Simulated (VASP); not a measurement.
# TiO2 (Pmma) in VASP: single point with r2SCAN

Aim: the single point of TiO2 with r2SCAN.

All numbers are computed with VASP 6.6.1; they aren't measurements. Logs are shortened: lines on timing, memory, paths and dates and some standing lists are left out, and cuts for length are marked.

## 1. The cell of the first run

The structure is orthorhombic, space group Pmma (No. 51). Conventional cell: a = 3.778 Å, b = 3.778 Å, c = 15.583 Å, α = 90.00°, β = 90.00°, γ = 90.00°. Ti (site symmetry mm2) has 5 O at 1.93 to 1.99 Å within 2.6 Å. Ti (site symmetry mm2) has 6 O at 1.93 to 1.99 Å within 2.6 Å. Within 2.6 Å of O (site symmetry mm2) lie 3 Ti at 1.93 to 1.99 Å and 2 O at 2.46 Å. O (site symmetry mm2) has 2 Ti at 1.93 Å within 2.6 Å. Within 2.6 Å of O (site symmetry mm2) lie 3 Ti at 1.93 to 1.99 Å and 2 O at 2.46 Å. O (site symmetry mm2) has 3 Ti at 1.93 to 1.99 Å and 2 O at 2.46 Å within 2.6 Å.

## 2. Single point, r2SCAN (the distance across one plane changed)

File POSCAR:

```
TiO2
1.0
   -3.7779444200      0.0000000000      0.0000000000
    0.0000000000     -3.7779444200      0.0000000000
    0.0000000000      0.0000000000     15.5827978520
Ti O
4 8
Direct
    0.0000000000      0.0000000000      0.5380900272
    0.5000000000      0.5000000000      0.2306100117
    0.5000000000      0.0000000000      0.3843500194
    0.0000000000      0.5000000000      0.0768700039
    0.5000000000      0.5000000000      0.3580940185
    1.0000000000      1.0000000000      0.0506140030
    0.5000000000      0.0000000000      0.5118340263
    0.0000000000      0.5000000000      0.2043540108
    0.5000000000      0.0000000000      0.2568660126
    0.0000000000      0.5000000000      0.5643460281
    0.0000000000      0.0000000000      0.4106060204
    0.5000000000      0.5000000000      0.1031260048
```

File INCAR.step1:

```
PREC     = Accurate       # precision mode
ENCUT    = 520            # plane-wave cutoff, eV
ISMEAR   = 0              # smearing method
SIGMA    = 0.05           # smearing width, eV
LREAL    = F              # projectors in reciprocal space
LASPH    = T              # aspherical terms in the spheres
NELM     = 80             # most SCF steps
NBANDS   = 60             # bands
GGA      = PE             # functional
ALGO     = Normal         # electronic algorithm
EDIFF    = 1E-4           # SCF threshold, eV
LWAVE    = T              # write WAVECAR
LCHARG   = F              # write CHGCAR
```

File INCAR.step2:

```
PREC     = Accurate       # precision mode
ENCUT    = 520            # plane-wave cutoff, eV
EDIFF    = 1E-6           # SCF threshold, eV
ISMEAR   = 0              # smearing method
SIGMA    = 0.05           # smearing width, eV
LREAL    = F              # projectors in reciprocal space
LASPH    = T              # aspherical terms in the spheres
NELM     = 80             # most SCF steps
ALGO     = Normal         # electronic algorithm
ISIF     = 2              # what is computed and relaxed
LWAVE    = F              # write WAVECAR
LCHARG   = F              # write CHGCAR
METAGGA  = R2SCAN         # meta-GGA
LMIXTAU  = T            
NBANDS   = 60             # bands
ISTART   = 1
```

File KPOINTS:

```
Automatic mesh
0
Gamma
  6 6 3
```

Potentials or basis: VASP PAW PBE potentials, release 64 (Ti_sv, O).

On the command line:

```
cat potpaw_PBE.64/Ti_sv/POTCAR potpaw_PBE.64/O/POTCAR > POTCAR
cp INCAR.step1 INCAR
mpirun -np 1 vasp_std > vasp.out
cp INCAR.step2 INCAR
mpirun -np 1 vasp_std > vasp.out
```

OUTCAR:

```text
PREC = Accurate
   ENCUT = 520
   EDIFF = 1E-6
   ISMEAR = 0
   LREAL = F
   LASPH = T
   NELM = 80
   ISIF = 2
   METAGGA = R2SCAN
   ISTART = 1

 ion  position               nearest neighbor table
   1  0.000  0.000  0.538-   7 1.93  10 1.93  10 1.93   7 1.93  11 1.99
   2  0.500  0.500  0.231-   8 1.93   9 1.93   9 1.93   8 1.93   5 1.99  12 1.99
   3  0.500  0.000  0.384-   5 1.93   5 1.93  11 1.93  11 1.93   9 1.99   7 1.99
   4  0.000  0.500  0.077-   6 1.93   6 1.93  12 1.93  12 1.93   8 1.99
   5  0.500  0.500  0.358-   3 1.93   3 1.93   2 1.99
   6  0.000  0.000  0.051-   4 1.93   4 1.93
   7  0.500  0.000  0.512-   1 1.93   1 1.93   3 1.99
   8  0.000  0.500  0.204-   2 1.93   2 1.93   4 1.99
   9  0.500  0.000  0.257-   2 1.93   2 1.93   3 1.99
  10  0.000  0.500  0.564-   1 1.93   1 1.93
  11  0.000  0.000  0.411-   3 1.93   3 1.93   1 1.99
  12  0.500  0.500  0.103-   4 1.93   4 1.93   2 1.99

  LATTYP: Found a simple tetragonal cell.
 ALAT       =     3.7779444200
 C/A-ratio  =     4.1246763106

  Lattice vectors:

 A1 = (  -3.7779444200,   0.0000000000,   0.0000000000)
 A2 = (   0.0000000000,  -3.7779444200,   0.0000000000)
 A3 = (   0.0000000000,   0.0000000000,  15.5827978520)

Analysis of symmetry for initial positions (statically):
=====================================================================
 Subroutine PRICEL returns:
 Original cell was already a primitive cell.

 Routine SETGRP: Setting up the symmetry group for a
 simple tetragonal supercell.

 Subroutine GETGRP returns: Found  8 space group operations
 (whereof  4 operations were pure point group operations)
 out of a pool of 16 trial point group operations.

The static configuration has the point symmetry C_2v.
 The point group associated with its full space group is D_2h.

Analysis of symmetry for dynamics (positions and initial velocities):
=====================================================================
 Subroutine PRICEL returns:
 Original cell was already a primitive cell.

 Routine SETGRP: Setting up the symmetry group for a
 simple tetragonal supercell.

 Subroutine GETGRP returns: Found  8 space group operations
 (whereof  4 operations were pure point group operations)
 out of a pool of 16 trial point group operations.

The dynamic configuration has the point symmetry C_2v.
[... 123 lines left out ...]
   NSW    =      0    number of steps for IOM
   IBRION =     -1    ionic relax: 0-MD 1-quasi-New 2-CG
   NFREE  =      0    steps in history (QN), initial steepest desc. (CG)
   ISIF   =      2    stress and relaxation
   ISYM   =      2    0-nonsym 1-usesym 2-fastsym
   POTIM  = 0.5000    time-step for ionic-motion
   TEBEG  =    0.0;   TEEND  =   0.0 temperature during run
   PSTRESS=    0.0 pullay stress
   NELECT =      96.0000    total number of electrons
   NUPDOWN=      -1.0000    fix difference up-down
   EMIN   =  10.00;   EMAX   =-10.00  energy-range for DOS
   EFERMI =   0.00;   METHOD = LEGACY
   ISMEAR =     0;   SIGMA  =   0.05  broadening in eV -4-tet -1-fermi 0-gaus
   EFERMI_NEDOS =   21; number of points for ismear=-14 and -15
   IALGO  =     38    algorithm
   IMIX   =      4    mixing-type and parameters
     AMIX     =   0.40;   BMIX     =  1.00
     AMIX_MAG =   1.60;   BMIX_MAG =  1.00
  volume/ion in A,a.u.               =      18.53       125.08
  Fermi-wavevector in a.u.,A,eV,Ry     =   1.237218  2.338004 20.826567  1.530709
  Thomas-Fermi vector in A             =   2.371795
   LORBIT       =      0    0 simple, 1 ext, 2 COOP (PROOUT), +10 PAW based schemes
   METAGGA = R2SCAN    functional components
   LHFCALC =     F    Hartree Fock is set to
   AEXX    =    0.0000 exact exchange contribution
   IVDW    =     0    specifies the selected vdW correction
   LEPSILON=     F    determine dielectric tensor
   LRPA    =     F    only Hartree local field effects (RPA)
 non-spin polarized calculation
 Gauss-broadening in eV      SIGMA  =   0.05
  energy-cutoff  :      520.00
  volume of cell :      222.41
 maximum number of plane-waves:      6024
   NGX = 15   NGY = 15   NGZ = 57

 number of electron      95.9999963 magnetization

 Free energy of the ion-electron system (eV)
  ---------------------------------------------------
  ext. energy  EPLUGINS =         0.00000000
  ---------------------------------------------------
  free energy    TOTEN  =      -137.33973152 eV

  energy without entropy =     -137.33973152  energy(sigma->0) =     -137.33973152

 E-fermi :   0.0688     XC(G=0):  -7.7558

 val. band max:       -0.1530060457   @ k =   0.5000   0.5000   0.0000
 cond. band min:       1.8581158905   @ k =   0.0000   0.0000   0.3333
 fundamental gap:      2.0111219362
 Fermi energy:         0.0687747776

 k-point     1 :       0.0000    0.0000    0.0000
  band No.  band energies     occupation
      1     -59.3787      2.00000
      2     -59.3498      2.00000
      3     -59.2618      2.00000
      4     -59.2611      2.00000
      5     -34.7616      2.00000
      6     -34.6537      2.00000
[... 1501 lines left out ...]
     59       3.4870      0.00000
     60       3.6211      0.00000

 [... further k-points ...]
[... 5 lines left out ...]
  --------------------------------------------------------------------------------------
  -------------------------------------------------------------------------------------
  Total        1.8445695    -15.5108264     -2.4670403      0.0000000      0.0000000      0.0000000
  in kB       13.2876762   -111.7349280    -17.7717527      0.0000000      0.0000000      0.0000000
  external PRESSURE =     -38.7396681 kB  Pullay stress =       0.0000000 kB

 VOLUME and BASIS-vectors are now :
 -----------------------------------------------------------------------------
  energy-cutoff  :      520.00
  volume of cell :      222.41
      direct lattice vectors                 reciprocal lattice vectors
    -3.777944420  0.000000000  0.000000000    -0.264694206  0.000000000  0.000000000
     0.000000000 -3.777944420  0.000000000     0.000000000 -0.264694206  0.000000000
     0.000000000  0.000000000 15.582797852     0.000000000  0.000000000  0.064173328

 POSITION                                       TOTAL-FORCE (eV/Angst)
 -----------------------------------------------------------------------------------
      0.00000      0.00000      8.38495         0.000000      0.000000     -1.389874
     -1.88897     -1.88897      3.59355         0.000000      0.000000     -0.197343
     -1.88897      0.00000      5.98925         0.000000      0.000000      0.197343
      0.00000     -1.88897      1.19785         0.000000      0.000000      1.389874
     -1.88897     -1.88897      5.58011         0.000000      0.000000     -0.104876
      0.00000      0.00000      0.78871         0.000000      0.000000     -0.582195
     -1.88897      0.00000      7.97581         0.000000      0.000000      0.154423
      0.00000     -1.88897      3.18441         0.000000      0.000000     -0.559865
     -1.88897      0.00000      4.00269         0.000000      0.000000      0.104876
      0.00000     -1.88897      8.79409         0.000000      0.000000      0.582195
      0.00000      0.00000      6.39839         0.000000      0.000000      0.559865
     -1.88897     -1.88897      1.60699         0.000000      0.000000     -0.154423
 -----------------------------------------------------------------------------------
    total drift:                               -0.000000     -0.000000      0.000123

  FREE ENERGIE OF THE ION-ELECTRON SYSTEM (eV)
  ---------------------------------------------------
  free  energy   TOTEN  =      -137.3397315224 eV

  energy  without entropy=     -137.3397315224  energy(sigma->0) =     -137.33973152
```

OUTCAR.step1:

```text
PREC = Accurate
   ENCUT = 520
   ISMEAR = 0
   LREAL = F
[... 1775 lines left out ...]
     -1.88897      0.00000      4.00269         0.000000      0.000000      0.033225
      0.00000     -1.88897      8.79409         0.000000      0.000000      0.694807
      0.00000      0.00000      6.39839         0.000000      0.000000      0.495171
     -1.88897     -1.88897      1.60699         0.000000      0.000000     -0.262346
 -----------------------------------------------------------------------------------
    total drift:                               -0.000000     -0.000000      0.000132

  FREE ENERGIE OF THE ION-ELECTRON SYSTEM (eV)
  ---------------------------------------------------
  free  energy   TOTEN  =      -105.8370898166 eV

  energy  without entropy=     -105.8370898166  energy(sigma->0) =     -105.83708982
```

OSZICAR.step1:

```text
N       E                     dE             d eps       ncg     rms          rms(c)
DAV:   1     0.143336864958E+04    0.14334E+04   -0.48363E+04  3840   0.170E+03
DAV:   2     0.130782224039E+03   -0.13026E+04   -0.12433E+04  4280   0.525E+02
DAV:   3    -0.119637214617E+03   -0.25042E+03   -0.24617E+03  4980   0.221E+02
DAV:   4    -0.140279045333E+03   -0.20642E+02   -0.20600E+02  5984   0.636E+01
DAV:   5    -0.142158782366E+03   -0.18797E+01   -0.18793E+01  5888   0.136E+01    0.446E+01
DAV:   6    -0.107946000223E+03    0.34213E+02   -0.23192E+02  5568   0.985E+01    0.201E+01
DAV:   7    -0.107196105751E+03    0.74989E+00   -0.53453E+01  5316   0.410E+01    0.127E+01
DAV:   8    -0.105849895461E+03    0.13462E+01   -0.76588E+00  5316   0.178E+01    0.488E+00
DAV:   9    -0.105944695655E+03   -0.94800E-01   -0.14064E+00  5716   0.737E+00    0.349E+00
DAV:  10    -0.105834041668E+03    0.11065E+00   -0.66097E-01  5320   0.542E+00    0.108E+00
DAV:  11    -0.105835896843E+03   -0.18552E-02   -0.78218E-02  4920   0.179E+00    0.403E-01
DAV:  12    -0.105834228808E+03    0.16680E-02   -0.10525E-02  5348   0.719E-01    0.138E-01
DAV:  13    -0.105834842952E+03   -0.61414E-03   -0.73847E-03  4840   0.362E-01    0.144E-01
DAV:  14    -0.105835090910E+03   -0.24796E-03   -0.23381E-03  4696   0.309E-01    0.953E-02
DAV:  15    -0.105836337965E+03   -0.12471E-02   -0.21095E-03  5028   0.247E-01    0.789E-02
DAV:  16    -0.105837067030E+03   -0.72907E-03   -0.10006E-03  4552   0.198E-01    0.487E-02
DAV:  17    -0.105837089817E+03   -0.22786E-04   -0.13527E-04  2888   0.991E-02
   1 F= -.10583709E+03 E0= -.10583709E+03  d E =-.316562E-14
```

Wall time 50 min (1 thread of Intel Xeon 8259CL, shared host); peak memory 0.53 GiB.

Results:

```
Free energy            : -137.3397 eV
Pressure               : -3.9 GPa
Largest force          : 1.390 eV/Å
Band gap on the k mesh : 2.01 eV (least direct gap 2.48 eV)
```

Forces on the atoms (eV/Å):
```
Ti   0.000  0.000 -1.390
Ti   0.000  0.000 -0.197
Ti   0.000  0.000  0.197
Ti   0.000  0.000  1.390
O    0.000  0.000 -0.105
O    0.000  0.000 -0.582
O    0.000  0.000  0.154
O    0.000  0.000 -0.560
O    0.000  0.000  0.105
O    0.000  0.000  0.582
O    0.000  0.000  0.560
O    0.000  0.000 -0.154
```

Stress tensor (GPa, compression positive):
```
  1.33   0.00   0.00
  0.00 -11.17   0.00
  0.00   0.00  -1.78
```

Levels at points of the mesh, in eV from the valence-band top:
| k point | band 44 | band 45 | band 46 | band 47 | band 48 | band 49 | band 50 | band 51 | band 52 | band 53 |
| --- | --- | --- | --- | --- | --- | --- | --- | --- | --- | --- |
| (0.00, 0.00, 0.00) | -0.99 | -0.91 | -0.77 | -0.49 | -0.46 | 2.01 | 2.29 | 2.58 | 2.66 | 3.48 |
| (0.50, 0.00, 0.00) | -1.52 | -1.48 | -1.38 | -0.82 | -0.68 | 3.06 | 3.15 | 3.18 | 3.21 | 3.25 |
| (0.00, 0.50, 0.00) | -1.52 | -1.51 | -1.51 | -0.92 | -0.92 | 3.12 | 3.12 | 3.34 | 3.34 | 3.36 |
| (0.50, 0.50, 0.00) | -1.69 | -0.56 | -0.56 | 0.00 | 0.00 | 3.02 | 3.02 | 3.04 | 3.04 | 3.42 |

Caveat: the cell differs from its parent crystal (the distance across one plane changed); the cell stands under tension; the PAW data sets were made with another functional, which shifts forces and pressure a little; an odd mesh through Γ misses points on the zone boundary, where band edges can lie.
